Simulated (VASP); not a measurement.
Runs of VASP 6.6.1 on AlN. The structure is that of space group P6_3/mmc (No. 194), or close to it. The cells are those of the table. 

```csv
level,cell,k mesh,gap on the mesh (eV),pressure (GPa)
PBE,"a = 2.833, b = 2.833, c = 4.841 Å, angles 90.0, 90.0, 120.0°, 4 atoms",12 × 12 × 6,(a),6.0
PBE,"a = 2.856, b = 2.856, c = 4.883 Å, angles 90.0, 90.0, 120.0°, 4 atoms",9 × 9 × 4,4.83,-0.3
r2SCAN,"a = 2.888, b = 2.888, c = 4.936 Å, angles 90.0, 90.0, 120.0°, 4 atoms",9 × 9 × 4,5.11,(b)
PBE,"a = 2.912, b = 2.912, c = 4.979 Å, angles 90.0, 90.0, 120.0°, 4 atoms",9 × 9 × 4,4.04,-12.8
PBE,"a = 2.827, b = 2.827, c = 4.834 Å, angles 90.0, 90.0, 120.0°, 4 atoms",9 × 9 × 4,5.13,7.5
```

Alike in all rows: task single point; potentials or basis VASP PAW PBE potentials, release 64 (Al, N); no spin polarisation; cutoff (eV) 520; smearing gaussian 0.01 eV.

**Question.** Estimate the missing entries.

**Answer.** (a) 4.91; (b) -14.4.

Caveats: an odd mesh through Γ misses points on the zone boundary, where band edges can lie (at least some runs); the cell stands under pressure (at least some runs); the cell stands under tension (at least some runs); the PAW data sets were made with another functional, which shifts forces and pressure a little (at least some runs).
